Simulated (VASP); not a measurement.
Set up this calculation in VASP 6.6.1, as the native input.

| Property | Result |
| --- | --- |
| Task | relaxation of the atoms |
| Functional | PBE |
| Potentials or basis | VASP PAW PBE potentials, release 64 (Ti_sv, C) |
| Cutoff | 520 eV |
| k mesh | 18 × 18 × 18 |
| Occupations | fermi-dirac, width 0.05 eV |
| Spin | no spin polarisation |
| Dipole correction | no |
| Further INCAR settings | ALGO = Normal; EDIFF = 1e-06; IBRION = 2; EDIFFG = -0.02; NSW = 80 |

The structure of TiC lies in POSCAR:

```
TiC
1.0
    0.0000000000      2.1198243393      2.1198243393
    2.1198243393      0.0000000000      2.1198243393
    2.1198243393      2.1198243393      0.0000000000
Ti C
1 1
Direct
    0.0000000000      0.0000000000      0.0000000000
    0.5000000000      0.5000000000      0.5000000000
```

These files were run (other wordings do the same):

INCAR

```
PREC = Accurate
ENCUT = 520
EDIFF = 1E-6
ISMEAR = -1
SIGMA = 0.05
LREAL = False
LASPH = True
NELM = 100
ALGO = Normal
ISIF = 2
LWAVE = False
LCHARG = False
GGA = PE
IBRION = 2
NSW = 80
EDIFFG = -0.02
```

KPOINTS

```
regular mesh
0
Gamma
  18 18 18
```

Potentials or basis: VASP PAW PBE potentials, release 64 (Ti_sv, C).

Command:

```console
$ cat potpaw_PBE.64/Ti_sv/POTCAR potpaw_PBE.64/C/POTCAR > POTCAR
$ mpirun -np 1 vasp_std > vasp.out
```

Results of the run:

```json
{
 "Pressure after relaxing": "18.8 GPa",
 "Band gap on the k mesh": "zero (bands 8 and 9 overlap by 1.13 eV)"
}
```

Caveat: the relaxation stopped at its first step, so nothing moved.

It took 22 s on 1 thread of Intel(R) Xeon(R) Platinum 8488C (Sapphire Rapids), on a shared host, peak memory 0.17 GiB.
